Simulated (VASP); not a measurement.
HoAuF4: single point with PBE

The system is HoAuF4.

```
Ho Au F
1.0
     0.00000    3.36041    3.36041
     3.36041    0.00000    3.36041
     3.36041    3.36041    0.00000
Ho Au F
1 1 4
Direct
  0.75000 0.75000 0.75000
  0.00000 0.00000 0.00000
  0.37574 0.37574 0.87277
  0.87277 0.37574 0.37574
  0.37574 0.37574 0.37574
  0.37574 0.87277 0.37574
```

The cell was built from a structure type or drawn by symmetry, and may not be a known phase.

* Program: VASP 6.6.1
* Task: single point
* Functional: PBE
* Potentials or basis: VASP PAW PBE potentials, release 64 (Ho_3, Au, F), 4f in core
* Cutoff: 600 eV
* k mesh: 3 × 3 × 3
* Occupations: gaussian, width 0.15 eV
* Spin: no spin polarisation
* Dipole correction: no
* Mended: yes
* Further INCAR settings: ALGO = Normal; EDIFF = 1e-06; NBANDS = 33

| Item | Value |
| --- | --- |
| Pressure | -0.8 GPa |
| Largest force | 0.010 eV/Å |
| Band gap on the k mesh | zero (filled and empty bands touch) |

Forces on the atoms (eV/Å):
```
Ho   0.000  0.000  0.000
Au   0.000  0.000  0.000
F   -0.005 -0.005  0.005
F    0.005 -0.005 -0.005
F    0.005  0.005  0.005
F   -0.005  0.005 -0.005
```

Levels at points of the mesh, in eV from the Fermi level:
```
           k point  band 21  band 22  band 23  band 24  band 25  band 26  band 27  band 28
(0.00, 0.00, 0.00)    -1.21    -1.21    -0.07    -0.07    -0.07     3.86     3.86     3.86
```

Run time: 32 s on 1 thread of Intel(R) Xeon(R) Platinum 8259CL CPU @ 2.50GHz (Skylake/Cascade Lake) (shared host), peak memory 0.24 GiB.

Caveat: the k points lie up to 0.54 Å⁻¹ apart; spin-orbit coupling is left out, which moves the levels of the heavy elements; the 4f electrons are frozen in the core, so they carry no moment and show no levels; the run has no spin polarisation, though such a crystal can be magnetic. Spin polarisation is off, so any magnetic state and its effect on volume and gap are missing.
